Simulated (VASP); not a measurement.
Wanted: the native input for a VASP 6.6.1 run.

| Item | Value |
| --- | --- |
| Task | single point |
| Functional | LDA |
| Potentials or basis | VASP PAW LDA potentials, release 64 (Si) |
| Cutoff | 520 eV |
| k mesh | 12 × 12 × 6 |
| Occupations | gaussian, width 0.03 eV |
| Spin | no spin polarisation |
| Dipole correction | no |
| Further INCAR settings | ALGO = Normal; EDIFF = 1e-06; NBANDS = 16 |

The structure of Si lies in POSCAR:

```
Si
1.0
    3.7522730523      0.0000000000      0.0000000000
   -1.8761365262      3.2495637852      0.0000000000
    0.0000000000      0.0000000000      6.4554105591
Si
4
Direct
    0.3333333333      0.6666666667      0.0678065120
    0.6666666667      0.3333333333      0.5678065120
    0.3333333333      0.6666666667      0.4321934880
    0.6666666667      0.3333333333      0.9321934880
```

This cell differs from its parent crystal: c/a of the conventional cell at fixed volume 1.7204.

One way to write it, as run:

INCAR

```
SYSTEM = Si
ALGO     = Normal         ! electronic algorithm
EDIFF    = 1E-6           ! SCF threshold, eV
ENCUT    = 520            ! plane-wave cutoff, eV
GGA      = CA             ! functional
ISIF     = 2              ! what is computed and relaxed
ISMEAR   = 0              ! smearing method
LASPH    = .TRUE.         ! aspherical terms in the spheres
LCHARG   = .FALSE.        ! write CHGCAR
LREAL    = .FALSE.        ! projectors in reciprocal space
LWAVE    = .FALSE.        ! write WAVECAR
NBANDS   = 16             ! bands
NELM     = 60             ! most SCF steps
PREC     = Accurate       ! precision mode
SIGMA    = 0.03           ! smearing width, eV
```

KPOINTS

```
k-points
0
G
  12 12 6
  0 0 0
```

Potentials or basis: VASP PAW LDA potentials, release 64 (Si).

Run with:

```bash
$ cat potpaw_LDA.64/Si/POTCAR > POTCAR
$ mpirun -np 1 vasp_std > vasp.out
```

Results of the run:

```
Pressure               : -0.2 GPa
Largest force          : 0.408 eV/Å
Band gap on the k mesh : 0.24 eV, indirect (least direct gap 1.31 eV)
```

It took 42 s on 1 thread of Intel(R) Xeon(R) Platinum 8488C (Sapphire Rapids) (shared host), peak memory 0.19 GiB.
